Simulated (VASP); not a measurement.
Here is a VASP 6.6.1 calculation.

Contents of INCAR:

```
ALGO = Normal
EDIFF = 1E-6
ENCUT = 520
GGA = RE
ISIF = 2
ISMEAR = -1
ISPIN = 2
LASPH = T
LCHARG = F
LMAXMIX = 4
LORBIT = 11
LREAL = F
LWAVE = F
MAGMOM = 0.5 0.5 0.5
NBANDS = 26
NELM = 150
PREC = Accurate
SIGMA = 0.05
```

Contents of KPOINTS:

```
k-points
0
Gamma
  9 9 13
```

Contents of POSCAR:

```
Pd
1.0
    4.5378012205      0.0000000000      0.0000000000
   -2.2689006103      3.9298511343      0.0000000000
    0.0000000000      0.0000000000      2.6912617925
Pd
3
Direct
    1.0000000000      0.0000000000      0.0000000000
    0.3333333333      0.6666666667      0.5000000000
    0.6666666667      0.3333333333      0.5000000000
```

Potentials or basis: VASP PAW PBE potentials, release 64 (Pd).

Launch:

```bash
$ cat potpaw_PBE.64/Pd/POTCAR > POTCAR
$ mpirun -np 1 vasp_std > vasp.out
```

**Question.** Estimate the site moments.

**Answer.** Pd +0.15 μB.

**Question.** What does it give for the pressure?

**Answer.** -0.1 GPa.

Stress tensor (GPa, compression positive):
```
-0.32  0.00  0.00
 0.00 -0.32  0.00
 0.00  0.00  0.33
```

Caveat: the PAW data sets were made with another functional, which shifts forces and pressure a little.
